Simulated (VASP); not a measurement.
# Tl (Fm-3m) in VASP: a series of runs

Runs on Tl. Level: r2SCAN. Tasks: relaxation of cell and atoms, single point.

Program: VASP 6.6.1. These are calculated values, not measurements. Logs are shortened: lines on timing, memory, paths and dates and some standing lists are left out, and cuts for length are marked.

## Step 1: The cell of the first run

Symmetry: Fm-3m, No. 225, cubic system. The conventional cell has a = 4.822 Å, b = 4.822 Å, c = 4.822 Å, α = 90.00°, β = 90.00°, γ = 90.00°. Tl (site symmetry m-3m) has 12 Tl at 3.41 Å within 4.5 Å.

## Step 2: Relaxation of cell and atoms, r2SCAN

POSCAR reads:

```
Tl
1.0
    0.0000000000      2.4112096569      2.4112096569
    2.4112096569      0.0000000000      2.4112096569
    2.4112096569      2.4112096569      0.0000000000
Tl
1
Direct
    0.0000000000      0.0000000000      0.0000000000
```

INCAR.step1 reads:

```
SYSTEM = Tl
  PREC = Accurate
  ENCUT = 600
  ISMEAR = -1
  SIGMA = 0.1
  LREAL = .FALSE.
  LASPH = .TRUE.
  NELM = 100
  GGA = PE
  ALGO = Normal
  EDIFF = 1E-4
  LWAVE = .TRUE.
  LCHARG = .FALSE.
```

INCAR.step2 reads:

```
SYSTEM = Tl
  PREC = Accurate
  ENCUT = 600
  EDIFF = 1E-6
  ISMEAR = -1
  SIGMA = 0.1
  LREAL = .FALSE.
  LASPH = .TRUE.
  NELM = 100
  ALGO = Normal
  ISIF = 3
  LWAVE = .FALSE.
  LCHARG = .FALSE.
  METAGGA = R2SCAN
  LMIXTAU = .TRUE.
  IBRION = 2
  NSW = 80
  EDIFFG = -0.01
  ISTART = 1
```

KPOINTS reads:

```
Automatic mesh
0
G
  11 11 11
  0 0 0
```

Potentials or basis: VASP PAW PBE potentials, release 64 (Tl_d).

Command:

```console
> cat potpaw_PBE.64/Tl_d/POTCAR > POTCAR
> cp INCAR.step1 INCAR
> mpirun -np 1 vasp_std > vasp.out
> cp INCAR.step2 INCAR
> mpirun -np 1 vasp_std > vasp.out
```

OUTCAR:

```text
SYSTEM = Tl
   PREC = Accurate
   ENCUT = 600
   EDIFF = 1E-6
   ISMEAR = -1
   LREAL = .FALSE.
   LASPH = .TRUE.
   NELM = 100
   ISIF = 3
   METAGGA = R2SCAN
   IBRION = 2
   NSW = 80
   EDIFFG = -0.01
   ISTART = 1

 ion  position               nearest neighbor table
   1  0.000  0.000  0.000-

  LATTYP: Found a face centered cubic cell.
 ALAT       =     4.8224193138

  Lattice vectors:

 A1 = (   0.0000000000,   2.4112096569,   2.4112096569)
 A2 = (   2.4112096569,   0.0000000000,   2.4112096569)
 A3 = (   2.4112096569,   2.4112096569,   0.0000000000)

Analysis of symmetry for initial positions (statically):
=====================================================================
 Subroutine PRICEL returns:
 Original cell was already a primitive cell.

 Routine SETGRP: Setting up the symmetry group for a
 face centered cubic supercell.

 Subroutine GETGRP returns: Found 48 space group operations
 (whereof 48 operations were pure point group operations)
 out of a pool of 48 trial point group operations.

The static configuration has the point symmetry O_h .

Analysis of symmetry for dynamics (positions and initial velocities):
=====================================================================
 Subroutine PRICEL returns:
 Original cell was already a primitive cell.

 Routine SETGRP: Setting up the symmetry group for a
 face centered cubic supercell.

 Subroutine GETGRP returns: Found 48 space group operations
 (whereof 48 operations were pure point group operations)
 out of a pool of 48 trial point group operations.

The dynamic configuration has the point symmetry O_h .

 Subroutine INISYM returns: Found 48 space group operations
 (whereof 48 operations are pure point group operations),
 and found     1 'primitive' translations

----------------------------------------------------------------------------------------

                                     Primitive cell

  volume of cell :      28.0372

  direct lattice vectors                    reciprocal lattice vectors
     0.000000000  2.411209657  2.411209657    -0.207364797  0.207364797  0.207364797
     2.411209657  0.000000000  2.411209657     0.207364797 -0.207364797  0.207364797
     2.411209657  2.411209657  0.000000000     0.207364797  0.207364797 -0.207364797

  length of vectors
     3.409965399  3.409965399  3.409965399     0.359166363  0.359166363  0.359166363
[... 89 lines left out ...]
   PSTRESS=    0.0 pullay stress
   NELECT =      13.0000    total number of electrons
   NUPDOWN=      -1.0000    fix difference up-down
   EMIN   =  10.00;   EMAX   =-10.00  energy-range for DOS
   EFERMI =   0.00;   METHOD = LEGACY
   ISMEAR =    -1;   SIGMA  =   0.10  broadening in eV -4-tet -1-fermi 0-gaus
   EFERMI_NEDOS =   21; number of points for ismear=-14 and -15
   IALGO  =     38    algorithm
   IMIX   =      4    mixing-type and parameters
     AMIX     =   0.40;   BMIX     =  1.00
     AMIX_MAG =   1.60;   BMIX_MAG =  1.00
  volume/ion in A,a.u.               =      28.04       189.20
  Fermi-wavevector in a.u.,A,eV,Ry     =   1.267100  2.394472 21.844739  1.605543
  Thomas-Fermi vector in A             =   2.400266
   LORBIT       =      0    0 simple, 1 ext, 2 COOP (PROOUT), +10 PAW based schemes
   METAGGA = R2SCAN    functional components
   LHFCALC =     F    Hartree Fock is set to
   AEXX    =    0.0000 exact exchange contribution
   IVDW    =     0    specifies the selected vdW correction
   LEPSILON=     F    determine dielectric tensor
   LRPA    =     F    only Hartree local field effects (RPA)
 conjugate gradient relaxation of ions
 non-spin polarized calculation
  energy-cutoff  :      600.00
  volume of cell :       28.04
 maximum number of plane-waves:       950
   NGX = 13   NGY = 13   NGZ = 13

--------------------------------------- Ionic step        1  -------------------------------------------

 number of electron      13.0000001 magnetization

 Free energy of the ion-electron system (eV)
  ---------------------------------------------------
  ext. energy  EPLUGINS =         0.00000000
  ---------------------------------------------------
  free energy    TOTEN  =       -53.15026585 eV

  energy without entropy =      -53.12919840  energy(sigma->0) =      -53.13973213

------------------------ aborting loop because EDIFF is reached ----------------------------------------

  FORCE on cell =-STRESS in cart. coord.  units (eV):
  Direction    XX          YY          ZZ          XY          YZ          ZX
  --------------------------------------------------------------------------------------
  -------------------------------------------------------------------------------------
  Total        0.4427376      0.4427376      0.4427376     -0.0000000      0.0000000     -0.0000000
  in kB       25.3000921     25.3000921     25.3000921     -0.0000000      0.0000000     -0.0000000
  external PRESSURE =      25.3000921 kB  Pullay stress =       0.0000000 kB
[... 57 lines left out ...]
--------------------------------------- Ionic step        3  -------------------------------------------

 number of electron      12.9999999 magnetization

 Free energy of the ion-electron system (eV)
  ---------------------------------------------------
  ext. energy  EPLUGINS =         0.00000000
  ---------------------------------------------------
  free energy    TOTEN  =       -53.16441331 eV

  energy without entropy =      -53.14252816  energy(sigma->0) =      -53.15347073

 E-fermi :   6.0740     XC(G=0): -10.5681

 val. band max:        6.0142736099   @ k =  -0.4545   0.3636   0.0909
 cond. band min:       6.1592699295   @ k =   0.4545   0.1818   0.0909
 fundamental gap:      0.1449963196
 Fermi energy:         6.0739746513

 k-point     1 :       0.0000    0.0000    0.0000
  band No.  band energies     occupation
      1      -6.0516      2.00000
      2      -6.0516      2.00000
      3      -6.0516      2.00000
      4      -5.7986      2.00000
      5      -5.7986      2.00000
      6      -4.0717      2.00000
      7      16.2725      0.00000
      8      16.2725      0.00000
      9      16.2725      0.00000
     10      17.6046      0.00000
[... 287 lines left out ...]
 k-point    24 :      -0.1818    0.1818    0.0000
  band No.  band energies     occupation
      1      -6.0700      2.00000
      2      -6.0113      2.00000
      3      -5.8836      2.00000
      4      -5.8634      2.00000
      5      -5.7098      2.00000
      6      -2.1402      2.00000
      7       9.2551      0.00000
      8      10.8125      0.00000
      9      15.7509      0.00000
     10      17.8939      0.00000

 [... further k-points ...]
[... 5 lines left out ...]
  --------------------------------------------------------------------------------------
  -------------------------------------------------------------------------------------
  Total        0.0014836      0.0014836      0.0014836     -0.0000000      0.0000000      0.0000000
  in kB        0.0793719      0.0793719      0.0793719     -0.0000000      0.0000000      0.0000000
  external PRESSURE =       0.0793719 kB  Pullay stress =       0.0000000 kB
[... 16 lines left out ...]
  FREE ENERGIE OF THE ION-ELECTRON SYSTEM (eV)
  ---------------------------------------------------
  free  energy   TOTEN  =       -53.1644133053 eV

  energy  without entropy=      -53.1425281598  energy(sigma->0) =      -53.15347073

 reached required accuracy - stopping structural energy minimisation
```

OUTCAR.step1:

```text
SYSTEM = Tl
   PREC = Accurate
   ENCUT = 600
   ISMEAR = -1
   LREAL = .FALSE.
   LASPH = .TRUE.
[... 528 lines left out ...]
 -----------------------------------------------------------------------------------
      0.00000      0.00000      0.00000        -0.000000     -0.000000     -0.000000
 -----------------------------------------------------------------------------------
    total drift:                               -0.000000     -0.000000     -0.000000

  FREE ENERGIE OF THE ION-ELECTRON SYSTEM (eV)
  ---------------------------------------------------
  free  energy   TOTEN  =        -2.1795287925 eV

  energy  without entropy=       -2.1580191999  energy(sigma->0) =       -2.16877400
```

OSZICAR.step1:

```text
N       E                     dE             d eps       ncg     rms          rms(c)
DAV:   1     0.526586318303E+02    0.52659E+02   -0.73581E+03  1144   0.127E+03
DAV:   2    -0.165741029874E+01   -0.54316E+02   -0.53448E+02  1178   0.241E+02
DAV:   3    -0.220548127583E+01   -0.54807E+00   -0.54719E+00  1258   0.234E+01
DAV:   4    -0.220801528660E+01   -0.25340E-02   -0.25339E-02  1186   0.177E+00
DAV:   5    -0.220804478234E+01   -0.29496E-04   -0.29496E-04  1194   0.194E-01    0.236E+00
DAV:   6    -0.218398927004E+01    0.24056E-01   -0.46620E-02  1164   0.224E+00    0.165E+00
DAV:   7    -0.217975661937E+01    0.42327E-02   -0.16147E-02  1180   0.130E+00    0.648E-01
DAV:   8    -0.217952527946E+01    0.23134E-03   -0.62959E-04  1170   0.276E-01    0.318E-02
DAV:   9    -0.217952879245E+01   -0.35130E-05   -0.44323E-06   564   0.269E-02
   1 F= -.21795288E+01 E0= -.21687740E+01  d E =-.215096E-01
```

Run time: 2.4 min. Hardware: 1 thread of AMD EPYC 9R45 (Zen 5), shared host; peak memory 0.15 GiB.

Results:

```
Free energy                            : -53.1644 eV
Relaxed volume                         : 29.95 Å³/atom
Relaxed cell                           : a = 3.486 Å, b = 3.486 Å, c = 3.486 Å, α = 60.00°, β = 60.00°, γ = 60.00°
Space group after relaxing (to 0.05 Å) : Fm-3m (No. 225)
Energy gained by relaxing              : 14.1 meV/atom
Ionic steps                            : 3
Pressure after relaxing                : 0.0 GPa
```

The path:
```csv
step,energy change (eV),largest force (eV/Å),pressure (GPa),volume (Å³)
1,0.0000,0.0000,2.53,28.04
2,-0.0141,0.0000,0.08,29.87
3,-0.0141,0.0000,0.01,29.95
```

Final structure:
```
Tl
1.0
     0.00000    2.46477    2.46477
     2.46477    0.00000    2.46477
     2.46477    2.46477    0.00000
Tl
1
Direct
  0.00000 0.00000 0.00000
```

Caveat: the PAW data sets were made with another functional, which shifts forces and pressure a little; spin-orbit coupling is left out, which moves the levels of the heavy elements.

(Part 1 of 2 ends here.)
